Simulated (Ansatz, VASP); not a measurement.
## BN: VASP beside Ansatz

File POSCAR:

```
BN
1.0
    2.5439665234      0.0000000000      0.0000000000
   -1.2719832617      2.2031396356      0.0000000000
    0.0000000000      0.0000000000      4.2077449346
B N
2 2
Direct
    0.6721978704      0.3333333333      0.9997995909
    0.3278021296      0.6666666667      0.4997995909
    0.6607703627      0.3333333333      0.6252004091
    0.3392296373      0.6666666667      0.1252004091
```

INCAR.step1

```
SYSTEM = BN
PREC = Accurate
ENCUT = 520
ISMEAR = 0
SIGMA = 0.05
LREAL = .False.
LASPH = .True.
NELM = 100
NBANDS = 16
GGA = PE
ALGO = Normal
EDIFF = 1E-4
LWAVE = .True.
LCHARG = .False.
```

Contents of INCAR.step2:

```
SYSTEM = BN
PREC = Accurate
ENCUT = 520
EDIFF = 1E-6
ISMEAR = 0
SIGMA = 0.05
LREAL = .False.
LASPH = .True.
NELM = 100
ALGO = Normal
ISIF = 2
LWAVE = .False.
LCHARG = .True.
METAGGA = R2SCAN
LMIXTAU = .True.
LELF = .True.
LVHAR = .True.
NBANDS = 16
ISTART = 1
```

KPOINTS

```
regular mesh
0
Gamma
  12 12 6
  0 0 0
```

Input for Ansatz:

```yaml
crystal:
  lattice:
    - [2.5439665234, 0.0, 0.0]
    - [-1.2719832617, 2.2031396356, 0.0]
    - [0.0, 0.0, 4.2077449346]
  atoms:
    - { symbol: B, position: [0.6721978704, 0.3333333333, 0.9997995909] }
    - { symbol: B, position: [0.3278021296, 0.6666666667, 0.4997995909] }
    - { symbol: "N", position: [0.6607703627, 0.3333333333, 0.6252004091] }
    - { symbol: "N", position: [0.3392296373, 0.6666666667, 0.1252004091] }
basis:
  ecutwfc: 500
kpoints:
  mp_grid: { grid: [12, 12, 6] }
hamiltonian:
  xc: r2scan
scf:
  occupations: { method: gaussian, width: 0.05 }
output:
  forces: true
  stress: true
  eigenvalues: true
  write_density: true
  write_potential: true
  elf: true
  volumetric_format: npy
```

Change from the starting cell: mode 4 (487.1 1/cm) frozen in, largest displacement +0.015 Å.

Alike in both runs: task single point; functional r2SCAN; k mesh 12 × 12 × 6; occupations gaussian, width 0.05 eV; no spin polarisation.

|  | VASP | Ansatz |
| --- | --- | --- |
| version | VASP 6.6.1 | Ansatz 0.2.0 |
| potentials or method | VASP PAW PBE potentials, release 64 (B, N), cutoff 520 eV | scalar-relativistic, plane waves, PAW |
| valence electrons in the cell | 16 | 16 |

```csv
,VASP,Ansatz,Ansatz less VASP
gap on the k mesh at the Fermi level (eV),5.69,5.73,+0.034
least direct gap on the mesh (eV),8.98,9.00,+0.028
pressure (GPa),1.1,0.0,-1.11
"traceless stress, the component that is largest in VASP (GPa)",-0.56,-0.56,-0.001
rms of the force components (eV/Å),0.092,0.092,+0.0004
```

VASP's potentials were made for PBE, not for r2SCAN. Atom by atom the forces differ by 0.002 eV/Å (rms over components). The functional is the same, so the differences come from potentials, cutoffs and numerics.
